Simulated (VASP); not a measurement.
Wanted: the native input for a VASP 6.6.1 run.

| Property | Result |
| --- | --- |
| Task | single point |
| Functional | PBE |
| Potentials or basis | VASP PAW PBE potentials, release 64 (H) |
| Cutoff | 520 eV |
| k mesh | 1 × 1 × 1 |
| Occupations | fermi-dirac, width 0.02 eV |
| Spin | no spin polarisation |
| Dipole correction | no |
| Further INCAR settings | ALGO = Normal; EDIFF = 1e-06; NBANDS = 18 |

The structure of H lies in POSCAR:

```
H
1.0
    5.4513620000      0.0000000000      0.0000000000
    0.0000000000      5.4513620000      0.0000000000
    0.0000000000      0.0000000000      5.4513620000
H
12
Direct
    0.0818877924      1.1323225278      0.7962413797
    0.1757175546      1.0686870547      0.7216178269
    1.4558563530      0.8063122574      0.5053599449
    1.4277716284      0.9260071153      0.4396332513
    0.6893690054      0.2208989240      0.3981940660
    0.8102195378      0.1786159129      0.4043760073
    0.9702712827      0.6201386002      0.1756992106
    0.9086719979      0.4961512371      0.1660685898
    0.7443277478      0.5509081951      0.7056768565
    0.6210741462      0.5978139041      0.7051632234
    0.4036055577      0.8031203945      0.0369632396
    0.5341600870      0.7658636502     -0.0039990006
```

One way to write it, as run:

INCAR

```
ALGO     = Normal         # electronic algorithm
EDIFF    = 1E-6           # SCF threshold, eV
ENCUT    = 520            # plane-wave cutoff, eV
GGA      = PE             # functional
ISIF     = 2              # what is computed and relaxed
ISMEAR   = -1             # smearing method
LASPH    = T              # aspherical terms in the spheres
LCHARG   = F              # write CHGCAR
LREAL    = F              # projectors in reciprocal space
LWAVE    = F              # write WAVECAR
NBANDS   = 18             # bands
NELM     = 80             # most SCF steps
PREC     = Accurate       # precision mode
SIGMA    = 0.02           # smearing width, eV
```

KPOINTS

```
k-points
0
Gamma
  1 1 1
```

Potentials or basis: VASP PAW PBE potentials, release 64 (H).

Command:

```bash
$ cat potpaw_PBE.64/H/POTCAR > POTCAR
$ mpirun -np 1 vasp_gam > vasp.out
```

It gave:

| Item | Value |
| --- | --- |
| Pressure | 1.6 GPa |
| Largest force | 1.957 eV/Å |
| Band gap on the k mesh | 9.78 eV |

Caveat: the k points lie up to 1.15 Å⁻¹ apart.

It took 7.9 s on 1 thread of Intel(R) Xeon(R) Platinum 8488C (Sapphire Rapids) (shared host), peak memory 0.22 GiB.
